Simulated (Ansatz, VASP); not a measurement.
# Two plane-wave programs on BiBTe3

```xyz
5
Lattice="3.3967 0.0000 0.0000 0.0000 3.3967 0.0000 0.0000 0.0000 13.0896" Properties=species:S:1:pos:R:3 pbc="T T T"
B     1.6983    1.6983    6.5448
Bi    0.0000    0.0000    6.5448
Te    0.0000    0.0000   10.0723
Te    0.0000    0.0000    3.0172
Te    0.0000    0.0000    0.0000
```

Alike in both runs: functional PBE; k mesh 12 × 12 × 4; occupations gaussian, width 0.1 eV; no spin polarisation.

Ansatz relaxed the structure, and its values are those at the end. VASP's run is a single point on that final structure, the one shown.

|  | VASP | Ansatz |
| --- | --- | --- |
| version | VASP 6.6.1 | Ansatz 0.2.0 |
| potentials or method | VASP PAW PBE potentials, release 64 (B, Bi_d, Te), cutoff 520 eV | scalar-relativistic, plane waves, PAW |
| valence electrons in the cell | 36 | 66 |

```csv
,VASP,Ansatz,Ansatz less VASP
gap on the k mesh at the Fermi level (eV),none,none,-
pressure (GPa),0.0,0.0,+0.01
```

A gap of «none» marks a metal or a gap that the smearing closes. VASP's potentials hold 36 valence electrons a cell and Ansatz's 66, so a difference there can come from the potentials and not from the codes.

Neither program's run includes spin-orbit coupling.
